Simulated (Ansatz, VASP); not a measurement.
## ZrN in VASP and in Ansatz

INCAR

```
PREC     = Accurate       # precision mode
ENCUT    = 520            # plane-wave cutoff, eV
EDIFF    = 1E-8           # SCF threshold, eV
ISMEAR   = -1             # smearing method
SIGMA    = 0.01           # smearing width, eV
LREAL    = False          # projectors in reciprocal space
LASPH    = True           # aspherical terms in the spheres
NELM     = 120            # most SCF steps
ALGO     = Normal         # electronic algorithm
ISIF     = 2              # what is computed and relaxed
LWAVE    = False          # write WAVECAR
LCHARG   = False          # write CHGCAR
GGA      = PS             # functional
LEFG     = True         
NBANDS   = 16             # bands
GGA_COMPAT= False
```

The input KPOINTS:

```
Automatic mesh
0
Gamma
  9 9 9
```

Contents of POSCAR:

```
ZrN
1.0
    0.0000000000      2.2842300000      2.2842300000
    2.2842300000      0.0000000000      2.2842300000
    2.2842300000      2.2842300000      0.0000000000
Zr N
1 1
Direct
    0.0000000000      0.0000000000      0.0000000000
    0.5000000000      0.5000000000      0.5000000000
```

Input for Ansatz:

```yaml
crystal:
  lattice:
    - [0.0, 2.28423, 2.28423]
    - [2.28423, 0.0, 2.28423]
    - [2.28423, 2.28423, 0.0]
  atoms:
    - { symbol: Zr, position: [0.0, 0.0, 0.0] }
    - { symbol: "N", position: [0.5, 0.5, 0.5] }
kpoints:
  mp_grid: { grid: [9, 9, 9] }
  band_path:
    path:
      - [0.0, 0.0, 0.0]
      - [0.5, 0.0, 0.5]
      - [0.625, 0.25, 0.625]
      - [0.375, 0.375, 0.75]
      - [0.0, 0.0, 0.0]
      - [0.5, 0.5, 0.5]
      - [0.5, 0.25, 0.75]
      - [0.5, 0.0, 0.5]
    npoints: 8
scf:
  occupations: { method: fermi_dirac, width: 0.01 }
hamiltonian:
  xc: pbesol
  pseudopotentials: { kind: all_electron, datasets: crystal }
output:
  forces: true
  stress: true
  eigenvalues: true
  efg: { contact_densities: true }
```

Alike in both runs: task electric field gradients; functional PBEsol; k mesh 9 × 9 × 9; occupations fermi-dirac, width 0.01 eV; no spin polarisation.

```csv
,VASP,Ansatz
version,VASP 6.6.1,Ansatz 0.2.0
potentials or method,"VASP PAW PBE potentials, release 64 (Zr_sv, N), cutoff 520 eV","all-electron PAW with datasets made for the crystal, scalar-relativistic"
```

```csv
,VASP,Ansatz,Ansatz less VASP
pressure (GPa),-2.4,-2.8,-0.34
```

VASP's potentials were made for PBE, not for PBEsol. Ansatz ran all-electron here, and VASP with PAW potentials.
